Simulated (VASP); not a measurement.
Input of a VASP 6.6.1 run:

The input INCAR:

```
ALGO     = Normal         # electronic algorithm
EDIFF    = 1E-6           # SCF threshold, eV
ENCUT    = 520            # plane-wave cutoff, eV
GGA      = PE             # functional
ISIF     = 2              # what is computed and relaxed
ISMEAR   = 0              # smearing method
LASPH    = T              # aspherical terms in the spheres
LCHARG   = F              # write CHGCAR
LREAL    = F              # projectors in reciprocal space
LWAVE    = F              # write WAVECAR
NBANDS   = 20             # bands
NELM     = 100            # most SCF steps
PREC     = Accurate       # precision mode
SIGMA    = 0.1            # smearing width, eV
```

Contents of KPOINTS:

```
k-points
0
Gamma
  6 6 10
```

Contents of POSCAR:

```
Rb
1.0
    8.1201339222      0.0000000000      0.0000000000
   -4.0600669611      7.0322422588      0.0000000000
    0.0000000000      0.0000000000      4.8200162166
Rb
3
Direct
    0.0000000000      0.0000000000      0.0000000000
    0.3333333333      0.6666666667      0.5000000000
    0.6666666667      0.3333333333      0.5000000000
```

Potentials or basis: VASP PAW PBE potentials, release 64 (Rb_sv).

The run is started by

```bash
$ cat potpaw_PBE.64/Rb_sv/POTCAR > POTCAR
$ mpirun -np 1 vasp_std > vasp.out
```

**Question.** What does it give for the pressure?

**Answer.** 0.0 GPa.
